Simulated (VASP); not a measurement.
Ti3Si: relaxation of cell and atoms with PBEsol

Ti3Si:

```
Ti Si
1.0
     0.00000    3.14436    3.14436
     3.14436    0.00000    3.14436
     3.14436    3.14436    0.00000
Ti Si
3 1
Direct
  0.75000 0.75000 0.75000
  0.25000 0.25000 0.25000
  0.00000 0.00000 0.00000
  0.50000 0.50000 0.50000
```

```yaml
Program: VASP 6.6.1
Task: relaxation of cell and atoms
Functional: PBEsol
Potentials_or_basis: VASP PAW PBE potentials, release 64 (Ti_sv, Si)
Cutoff: 600 eV
k_mesh: 6 × 6 × 6
Occupations: gaussian, width 0.02 eV
Spin: no spin polarisation
Dipole_correction: no
Further_INCAR_settings: ALGO = Normal; EDIFF = 1e-06; IBRION = 2; EDIFFG = -0.02; NSW = 80; ISIF = 3
```

The relaxed volume is 14.97 Å³/atom, the relaxed cell is a = 4.391 Å, b = 4.391 Å, c = 4.391 Å, α = 60.00°, β = 60.00°, γ = 60.00° and the space group after relaxing (to 0.05 Å) is Fm-3m (No. 225). The energy gained by relaxing is 9.4 meV/atom. The ionic steps are 3. The pressure after relaxing is -0.1 GPa and the band gap on the k mesh is zero (band 20 reaches 9.74 eV, above the bottom of band 21 at 9.36 eV).

Step by step:
| step | energy change (eV) | largest force (eV/Å) | pressure (GPa) | volume (Å³) |
| --- | --- | --- | --- | --- |
| 1 | 0.0000 | 0.0000 | -5.07 | 62.18 |
| 2 | -0.0055 | 0.0000 | 5.22 | 57.85 |
| 3 | -0.0375 | 0.0000 | -0.06 | 59.88 |

Final structure:
```xyz
4
Lattice="0.0000 3.1052 3.1052 3.1052 0.0000 3.1052 3.1052 3.1052 0.0000" Properties=species:S:1:pos:R:3 pbc="T T T"
Ti    4.6578    4.6578    4.6578
Ti    1.5526    1.5526    1.5526
Ti    0.0000    0.0000    0.0000
Si    3.1052    3.1052    3.1052
```

Levels at points of the mesh, in eV from the Fermi level:
```
           k point  band 17  band 18  band 19  band 20  band 21  band 22  band 23  band 24
(0.00, 0.00, 0.00)    -2.15    -2.15    -0.02    -0.02    -0.02     2.34     2.34     2.34
(0.50, 0.00, 0.00)    -0.54    -0.49    -0.49    -0.22    -0.22     0.64     0.90     0.90
(0.50, 0.50, 0.00)    -1.92    -1.92    -0.36    -0.27    -0.27     1.08     1.29     1.29
```

It took 94 s on 1 thread of Intel(R) Xeon(R) Platinum 8488C (Sapphire Rapids), on a shared host, peak memory 0.22 GiB.

Caveat: the PAW data sets were made with another functional, which shifts forces and pressure a little.
